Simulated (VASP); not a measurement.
# SnO in VASP: notebook

Runs on SnO. Level: PBE+D3(BJ). Tasks: single point.

All numbers are computed with VASP 6.6.1; they aren't measurements. Logs are shortened: lines on timing, memory, paths and dates and some standing lists are left out, and cuts for length are marked.

### 1 The cell of the first run

The cell holds a slab with vacuum, 8 atoms: a = 3.820 Å, b = 3.820 Å, c = 22.226 Å, α = 90.00°, β = 90.00°, γ = 90.00°.

### 2 Single point, PBE+D3(BJ) (layers slid over each other)

Input file INCAR:

```
SYSTEM = SnO
ALGO = Normal ; DIPOL = 0.5 0.5 0.404
EDIFF = 1E-6 ; ENCUT = 520
GGA = PE ; IDIPOL = 3
ISIF = 2 ; ISMEAR = 0
IVDW = 12 ; LASPH = .True.
LCHARG = .False. ; LDIPOL = .True.
LREAL = .False. ; LWAVE = .False.
NBANDS = 50 ; NELM = 80
PREC = Accurate ; SIGMA = 0.05
```

Input file KPOINTS:

```
k-points
0
Gamma
  7 7 1
  0 0 0
```

Input file POSCAR:

```
SnO
1.0
    3.8201629585      0.0000000000      0.0000000000
    0.0000000000      3.8201629585      0.0000000000
    0.0000000000      0.0000000000     22.2260830948
Sn O
4 4
Direct
    0.7500000000      0.2500000000      0.2024648239
    0.2500000000      0.7500000000      0.3087832219
    0.3750000000      0.8750000000      0.5000000000
    0.8750000000      0.3750000000      0.6063183980
    0.2500000000      0.2500000000      0.2556240229
    0.7500000000      0.7500000000      0.2556240229
    0.8750000000      0.8750000000      0.5531591990
    0.3750000000      0.3750000000      0.5531591990
```

Potentials or basis: VASP PAW PBE potentials, release 64 (Sn_d, O).

The run is started by

```bash
$ cat potpaw_PBE.64/Sn_d/POTCAR potpaw_PBE.64/O/POTCAR > POTCAR
$ mpirun -np 1 vasp_std > vasp.out
```

OUTCAR:

```text
SYSTEM = SnO
   EDIFF = 1E-6
   ENCUT = 520
   GGA = PE
   ISIF = 2
   ISMEAR = 0
   IVDW = 12
   LASPH = .True.
   LREAL = .False.
   NELM = 80
   PREC = Accurate
 IVDW          = 12

 ion  position               nearest neighbor table
   1  0.750  0.250  0.202-   5 2.25   6 2.25   6 2.25   5 2.25   2 3.59   2 3.59   2 3.59   2 3.59

   2  0.250  0.750  0.309-   5 2.25   6 2.25   5 2.25   6 2.25   1 3.59   1 3.59   1 3.59   1 3.59

   3  0.375  0.875  0.500-   7 2.25   8 2.25   8 2.25   7 2.25   4 3.59   4 3.59   4 3.59   4 3.59

   4  0.875  0.375  0.606-   7 2.25   8 2.25   7 2.25   8 2.25   3 3.59   3 3.59   3 3.59   3 3.59

   5  0.250  0.250  0.256-   1 2.25   2 2.25   2 2.25   1 2.25
   6  0.750  0.750  0.256-   1 2.25   2 2.25   1 2.25   2 2.25
   7  0.875  0.875  0.553-   3 2.25   4 2.25   4 2.25   3 2.25
   8  0.375  0.375  0.553-   3 2.25   4 2.25   3 2.25   4 2.25

  LATTYP: Found a simple tetragonal cell.
 ALAT       =     3.8201629585
 C/A-ratio  =     5.8180981639

  Lattice vectors:

 A1 = (   3.8201629585,   0.0000000000,   0.0000000000)
 A2 = (   0.0000000000,   3.8201629585,   0.0000000000)
 A3 = (   0.0000000000,   0.0000000000,  22.2260830948)

Analysis of symmetry for initial positions (statically):
=====================================================================
 Subroutine PRICEL returns:
 Original cell was already a primitive cell.

 Routine SETGRP: Setting up the symmetry group for a
 simple tetragonal supercell.

 Subroutine GETGRP returns: Found  4 space group operations
 (whereof  1 operations were pure point group operations)
 out of a pool of 16 trial point group operations.

The static configuration has the point symmetry C_1 .
 The point group associated with its full space group is C_2h.

Analysis of symmetry for dynamics (positions and initial velocities):
=====================================================================
 Subroutine PRICEL returns:
 Original cell was already a primitive cell.

 Routine SETGRP: Setting up the symmetry group for a
 simple tetragonal supercell.

 Subroutine GETGRP returns: Found  4 space group operations
 (whereof  1 operations were pure point group operations)
 out of a pool of 16 trial point group operations.

The dynamic configuration has the point symmetry C_1 .
 The point group associated with its full space group is C_2h.

 Subroutine INISYM returns: Found  4 space group operations
 (whereof  1 operations are pure point group operations),
 and found     1 'primitive' translations

----------------------------------------------------------------------------------------

                                     Primitive cell

  volume of cell :     324.3596

  direct lattice vectors                    reciprocal lattice vectors
     3.820162959  0.000000000  0.000000000     0.261768938  0.000000000  0.000000000
     0.000000000  3.820162959  0.000000000     0.000000000  0.261768938  0.000000000
     0.000000000  0.000000000 22.226083095     0.000000000  0.000000000  0.044992183

  length of vectors
     3.820162959  3.820162959 22.226083095     0.261768938  0.261768938  0.044992183

  position of ions in fractional coordinates (direct lattice)
     0.750000000  0.250000000  0.202464824
     0.250000000  0.750000000  0.308783222
     0.375000000  0.875000000  0.500000000
     0.875000000  0.375000000  0.606318398
     0.250000000  0.250000000  0.255624023
     0.750000000  0.750000000  0.255624023
     0.875000000  0.875000000  0.553159199
     0.375000000  0.375000000  0.553159199

  ion indices of the primitive-cell ions
   primitive index   ion index
                 1           1
                 2           2
                 3           3
                 4           4
                 5           5
                 6           6
                 7           7
                 8           8

----------------------------------------------------------------------------------------

 KPOINTS: k-points

Automatic generation of k-mesh.
 Grid dimensions read from file:
 generate k-points for:    7    7    1

 Generating k-lattice:

  Cartesian coordinates                     Fractional coordinates (reciprocal lattice)
     0.037395563  0.000000000  0.000000000     0.142857143  0.000000000  0.000000000
     0.000000000  0.037395563  0.000000000     0.000000000  0.142857143  0.000000000
     0.000000000  0.000000000  0.044992183     0.000000000  0.000000000  1.000000000

  Length of vectors
     0.037395563  0.037395563  0.044992183

  Shift w.r.t. Gamma in fractional coordinates (k-lattice)
     0.000000000  0.000000000  0.000000000

 Subroutine IBZKPT returns following result:
 ===========================================

 Found     16 irreducible k-points:

 Following reciprocal coordinates:
            Coordinates               Weight
  0.000000  0.000000  0.000000      1.000000
  0.142857  0.000000  0.000000      4.000000
  0.285714  0.000000  0.000000      4.000000
  0.428571  0.000000  0.000000      4.000000
  0.142857  0.142857  0.000000      2.000000
 -0.142857  0.142857  0.000000      2.000000
[... 8 lines left out ...]
  0.428571  0.428571  0.000000      2.000000
 -0.428571  0.428571  0.000000      2.000000
   k-points           NKPTS =     16   k-points in BZ     NKDIM =     16   number of bands    NBANDS=     50
   number of dos      NEDOS =    301   number of ions     NIONS =      8
   total plane-waves  NPLWV = 131712
   dimension x,y,z NGX =    28 NGY =   28 NGZ =  168
   dimension x,y,z NGXF=    56 NGYF=   56 NGZF=  336
   ions per type =               4   4
   NGX,Y,Z   is equivalent  to a cutoff of  12.19, 12.19, 12.57 a.u.
   NGXF,Y,Z  is equivalent  to a cutoff of  24.37, 24.37, 25.13 a.u.
 SYSTEM =  SnO
   PREC   = accura    normal or accurate (medium, high low for compatibility)
   ISTART =      0    job   : 0-new  1-cont  2-samecut
   ICHARG =      2    charge: 1-file 2-atom 10-const
   ISPIN  =      1    spin polarized calculation?
   LNONCOLLINEAR =      F non collinear calculations
   LSORBIT =      F    spin-orbit coupling
   LASPH  =      T    aspherical Exc in radial PAW
   ENCUT  =  520.0 eV  38.22 Ry    6.18 a.u.   7.10  7.10 41.33*2*pi/ulx,y,z
   NELM   =     80;   NELMIN=  2; NELMDL= -5     # of ELM steps
   EDIFF  = 0.1E-05   stopping-criterion for ELM
   LREAL  =      F    real-space projection
   EDIFFG = 0.1E-04   stopping-criterion for IOM
   NSW    =      0    number of steps for IOM
   IBRION =     -1    ionic relax: 0-MD 1-quasi-New 2-CG
   NFREE  =      0    steps in history (QN), initial steepest desc. (CG)
   ISIF   =      2    stress and relaxation
   ISYM   =      2    0-nonsym 1-usesym 2-fastsym
   POTIM  = 0.5000    time-step for ionic-motion
   TEBEG  =    0.0;   TEEND  =   0.0 temperature during run
   PSTRESS=    0.0 pullay stress
   NELECT =      80.0000    total number of electrons
   NUPDOWN=      -1.0000    fix difference up-down
   EMIN   =  10.00;   EMAX   =-10.00  energy-range for DOS
   EFERMI =   0.00;   METHOD = LEGACY
   ISMEAR =     0;   SIGMA  =   0.05  broadening in eV -4-tet -1-fermi 0-gaus
   EFERMI_NEDOS =   21; number of points for ismear=-14 and -15
   IALGO  =     38    algorithm
   IMIX   =      4    mixing-type and parameters
     AMIX     =   0.40;   BMIX     =  1.00
     AMIX_MAG =   1.60;   BMIX_MAG =  1.00
  volume/ion in A,a.u.               =      40.54       273.61
  Fermi-wavevector in a.u.,A,eV,Ry     =   1.026666  1.940118 14.341132  1.054043
  Thomas-Fermi vector in A             =   2.160571
   LORBIT       =      0    0 simple, 1 ext, 2 COOP (PROOUT), +10 PAW based schemes
   GGA     = PE    functional components
   LHFCALC =     F    Hartree Fock is set to
   AEXX    =    0.0000 exact exchange contribution
   IVDW    =    12    specifies the selected vdW correction
   LEPSILON=     F    determine dielectric tensor
   LRPA    =     F    only Hartree local field effects (RPA)
 non-spin polarized calculation
 Gauss-broadening in eV      SIGMA  =   0.05
  energy-cutoff  :      520.00
  volume of cell :      324.36
 maximum number of plane-waves:      8769
   NGX = 15   NGY = 15   NGZ = 83

 dipolmoment           0.000000      0.000000      0.000294 electrons x Angstroem

 number of electron      79.9999970 magnetization

 dipolmoment           0.000000      0.000000     -0.000005 electrons x Angstroem

 Free energy of the ion-electron system (eV)
  ---------------------------------------------------
  ext. energy  EPLUGINS =         0.00000000
  ---------------------------------------------------
  free energy    TOTEN  =       -45.13732048 eV

  energy without entropy =      -45.13732048  energy(sigma->0) =      -45.13732048

 E-fermi :   0.0549     XC(G=0):  -5.3186

 val. band max:       -0.1926200871   @ k =  -0.1429   0.1429   0.0000
 cond. band min:       2.3036988036   @ k =   0.4286   0.0000   0.0000
 fundamental gap:      2.4963188907
 Fermi energy:         0.0549327989

 k-point     1 :       0.0000    0.0000    0.0000
  band No.  band energies     occupation
      1     -21.0439      2.00000
      2     -21.0438      2.00000
      3     -20.6833      2.00000
      4     -20.6832      2.00000
      5     -20.6461      2.00000
      6     -20.6460      2.00000
[... 42 lines left out ...]
     49       5.2063      0.00000
     50       5.2077      0.00000

 k-point     2 :       0.1429    0.0000    0.0000
  band No.  band energies     occupation
      1     -21.0350      2.00000
      2     -21.0349      2.00000
      3     -20.6840      2.00000
      4     -20.6839      2.00000
      5     -20.6478      2.00000
      6     -20.6474      2.00000
[... 42 lines left out ...]
     49       5.3833      0.00000
     50       5.4975      0.00000

 k-point     3 :       0.2857    0.0000    0.0000
  band No.  band energies     occupation
      1     -21.0101      2.00000
      2     -21.0100      2.00000
      3     -20.7807      2.00000
      4     -20.7804      2.00000
      5     -20.6519      2.00000
      6     -20.6517      2.00000
[... 42 lines left out ...]
     49       5.6231      0.00000
     50       5.7493      0.00000

 k-point     4 :       0.4286    0.0000    0.0000
  band No.  band energies     occupation
      1     -20.9664      2.00000
      2     -20.9661      2.00000
      3     -20.8916      2.00000
      4     -20.8913      2.00000
      5     -20.6549      2.00000
      6     -20.6547      2.00000
[... 575 lines left out ...]
 k-point    15 :       0.4286    0.4286    0.0000
  band No.  band energies     occupation
      1     -20.9852      2.00000
      2     -20.9848      2.00000
      3     -20.9712      2.00000
      4     -20.9709      2.00000
      5     -20.6503      2.00000
      6     -20.6501      2.00000
[... 42 lines left out ...]
     49       5.9471      0.00000
     50       6.1516      0.00000

 k-point    16 :      -0.4286    0.4286    0.0000
  band No.  band energies     occupation
      1     -20.9851      2.00000
      2     -20.9848      2.00000
      3     -20.9713      2.00000
      4     -20.9708      2.00000
      5     -20.6503      2.00000
      6     -20.6501      2.00000
[... 42 lines left out ...]
     49       5.9481      0.00000
     50       6.1799      0.00000

------------------------ aborting loop because EDIFF is reached ----------------------------------------

 vacuum level on the upper side and lower side of the slab       (xc-potential included)        -0.147        -0.143

 Edisp (eV)   -1.23287

 E8    (eV) :    -0.5448

  FORCE on cell =-STRESS in cart. coord.  units (eV):
  Direction    XX          YY          ZZ          XY          YZ          ZX
  --------------------------------------------------------------------------------------
  -------------------------------------------------------------------------------------
  Total       0.23469     0.23469     0.31894     0.01253     0.15932     0.15932
  in kB       1.15926     1.15926     1.57539     0.06190     0.78699     0.78699
  external pressure =        1.30 kB  Pullay stress =        0.00 kB

 VOLUME and BASIS-vectors are now :
 -----------------------------------------------------------------------------
  energy-cutoff  :      520.00
  volume of cell :      324.36
      direct lattice vectors                 reciprocal lattice vectors
     3.820162959  0.000000000  0.000000000     0.261768938  0.000000000  0.000000000
     0.000000000  3.820162959  0.000000000     0.000000000  0.261768938  0.000000000
     0.000000000  0.000000000 22.226083095     0.000000000  0.000000000  0.044992183

 POSITION                                       TOTAL-FORCE (eV/Angst)
 -----------------------------------------------------------------------------------
      2.86512      0.95504      4.50000        -0.002945     -0.002945     -0.084452
      0.95504      2.86512      6.86304        -0.016722     -0.016722      0.066186
      1.43256      3.34264     11.11304         0.016722      0.016722     -0.066186
      3.34264      1.43256     13.47608         0.002945      0.002945      0.084452
      0.95504      0.95504      5.68152         0.005917     -0.015234      0.000077
      2.86512      2.86512      5.68152        -0.015234      0.005917      0.000077
      3.34264      3.34264     12.29456         0.015234     -0.005917     -0.000077
      1.43256      1.43256     12.29456        -0.005917      0.015234     -0.000077
 -----------------------------------------------------------------------------------
    total drift:                               -0.000000     -0.000000     -0.000295

  FREE ENERGIE OF THE ION-ELECTRON SYSTEM (eV)
  ---------------------------------------------------
  free  energy   TOTEN  =       -46.3701930958 eV

  energy  without entropy=      -46.3701930958  energy(sigma->0) =      -46.37019310

 vacuum level on the upper side and lower side of the slab         4.817         4.823
```

It took 5 min on 1 thread of Intel Xeon Platinum 8375C at 2.90GHz (Ice Lake), shared host; peak memory 0.45 GiB.

Results:

* Free energy: -46.3702 eV
* Largest force: 0.085 eV/Å
* Band gap on the k mesh: 2.50 eV (least direct gap 2.56 eV)
* Dispersion energy per atom: -0.154 eV

Forces on the atoms (eV/Å):
```
Sn  -0.003 -0.003 -0.084
Sn  -0.017 -0.017  0.066
Sn   0.017  0.017 -0.066
Sn   0.003  0.003  0.084
O    0.006 -0.015  0.000
O   -0.015  0.006  0.000
O    0.015 -0.006  0.000
O   -0.006  0.015  0.000
```

Caveat: the cell differs from its parent crystal (layers slid over each other); spin-orbit coupling is left out, which moves the levels of the heavy elements.

[end of part 1 of 2]
